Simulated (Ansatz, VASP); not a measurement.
**One calculation of Ta2AlF3, two programs**

```xyz
6
Lattice="4.0628 0.0000 0.0000 0.0000 4.0628 0.0000 0.0000 0.0000 5.7858" Properties=species:S:1:pos:R:3 pbc="T T T"
Ta    0.0000    2.0314    1.5501
Ta    2.0314    0.0000    4.2357
Al    0.0000    0.0000    2.8929
F     2.0314    2.0314    0.0000
F     0.0000    0.0000    0.0000
F     2.0314    2.0314    2.8929
```

Change from the starting cell: species swapped into the Li3MnAs2 type (P-4m2, No. 115).

Alike in both runs: task single point; functional PBE; k mesh 4 × 4 × 4; occupations gaussian, width 0.1 eV; no spin polarisation.

|  | VASP | Ansatz |
| --- | --- | --- |
| version | VASP 6.6.1 | Ansatz 0.2.0 |
| potentials or method | VASP PAW PBE potentials, release 64 (Ta_pv, Al, F), cutoff 520 eV | scalar-relativistic, plane waves, PAW |
| valence electrons in the cell | 46 | 50 |

```tsv
	VASP	Ansatz	Ansatz less VASP
gap on the k mesh at the Fermi level (eV)	none	none	-
pressure (GPa)	3.2	3.3	+0.14
traceless stress, the component that is largest in VASP (GPa)	-4.12	-4.14	-0.024
rms of the force components (eV/Å)	0.391	0.390	-0.0005
```

Atom by atom the forces differ by 0.001 eV/Å (rms over components). A gap of «none» marks a metal or a gap that the smearing closes. The functional is the same, so the differences come from potentials, cutoffs and numerics. VASP's potentials hold 46 valence electrons a cell and Ansatz's 50, so a difference there can come from the potentials and not from the codes.

The k mesh is coarse, so the values compare programs but aren't converged. Spin-orbit coupling is off throughout.
